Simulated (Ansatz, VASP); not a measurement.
One calculation of Bi, two programs

Contents of INCAR:

```
ALGO = Fast
EDIFF = 1E-6
ENCUT = 520
GGA = PE
ISIF = 2
ISMEAR = 0
IVDW = 12
LASPH = True
LCHARG = False
LREAL = False
LWAVE = False
NBANDS = 14
NELM = 60
PREC = Accurate
SIGMA = 0.15
```

File KPOINTS:

```
k-points
0
Gamma
  18 18 18
```

The input POSCAR:

```
Bi
1.0
   -1.7736400234      1.7736400234      2.3915762075
    1.7736400234     -1.7736400234      2.3915762075
    1.7736400234      1.7736400234     -2.3915762075
Bi
1
Direct
    0.0000000000      0.0000000000      0.0000000000
```

Input for Ansatz:

```yaml
crystal:
  lattice:
    - [-1.7736400234, 1.7736400234, 2.3915762075]
    - [1.7736400234, -1.7736400234, 2.3915762075]
    - [1.7736400234, 1.7736400234, -2.3915762075]
  atoms:
    - { symbol: Bi, position: [0.0, 0.0, 0.0] }
basis:
  ecutwfc: 420
kpoints:
  mp_grid: { grid: [18, 18, 18] }
hamiltonian:
  xc: pbe
  dispersion: d3bj
scf:
  occupations: { method: gaussian, width: 0.15 }
output:
  forces: true
  stress: true
  eigenvalues: true
```

Alike in both runs: task single point; functional PBE; dispersion D3(BJ); k mesh 18 × 18 × 18; occupations gaussian, width 0.15 eV; no spin polarisation.

|  | VASP | Ansatz |
| --- | --- | --- |
| version | VASP 6.6.1 | Ansatz 0.2.0 |
| potentials or method | VASP PAW PBE potentials, release 64 (Bi_d), cutoff 520 eV | scalar-relativistic, plane waves, PAW |
| valence electrons in the cell | 15 | 15 |

```tsv
	VASP	Ansatz	Ansatz less VASP
gap on the k mesh at the Fermi level (eV)	none	none	-
pressure (GPa)	0.3	0.3	+0.05
traceless stress, the component that is largest in VASP (GPa)	-0.40	-0.40	-0.001
```

A gap of «none» marks a metal or a gap that the smearing closes.

Neither program's run includes spin-orbit coupling.
